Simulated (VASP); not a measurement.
Input of a VASP 6.6.1 run:

The input INCAR:

```
PREC = Accurate
ENCUT = 600
EDIFF = 1E-6
ISMEAR = 0
SIGMA = 0.1
LREAL = False
LASPH = True
NELM = 80
ALGO = Normal
ISIF = 3
LWAVE = False
LCHARG = False
GGA = PE
IBRION = 2
NSW = 100
EDIFFG = -0.01
```

The input KPOINTS:

```
regular mesh
0
Gamma
  18 18 18
```

Contents of POSCAR:

```
Sb
1.0
    3.0925422363      0.0000000000      0.0000000000
    0.0000000000      3.0925422363      0.0000000000
    0.0000000000      0.0000000000      3.1881915753
Sb
1
Direct
    0.0000000000      0.0000000000      0.0000000000
```

Potentials or basis: VASP PAW PBE potentials, release 64 (Sb).

The run is started by

```console
$ cat potpaw_PBE.64/Sb/POTCAR > POTCAR
$ mpirun -np 1 vasp_std > vasp.out
```

Q: Estimate the space group after relaxing (to 0.1 Å).

A: Pm-3m (No. 221).

Q: Estimate the relaxed volume.

A: 30.05 Å³/atom.

Q: Estimate the relaxed cell.

A: a = 3.109 Å, b = 3.109 Å, c = 3.109 Å, α = 90.00°, β = 90.00°, γ = 90.00°.

Q: Estimate the band gap on the k mesh.

A: Zero (an odd number of electrons rules out a gap without spin polarisation).

Final structure:
```cif
data_structure
_symmetry_space_group_name_H-M 'P 1'
_symmetry_Int_Tables_number 1
_cell_length_a 3.1089
_cell_length_b 3.1089
_cell_length_c 3.1089
_cell_angle_alpha 90.000
_cell_angle_beta 90.000
_cell_angle_gamma 90.000
_cell_volume 30.05
loop_
_atom_site_label
_atom_site_type_symbol
_atom_site_fract_x
_atom_site_fract_y
_atom_site_fract_z
_atom_site_occupancy
Sb1 Sb 0.00000 0.00000 0.00000 1
```

Caveat: spin-orbit coupling is left out, which moves the levels of the heavy elements; an odd number of electrons without spin polarisation forces a metal; a magnetic or distorted state may lie lower.
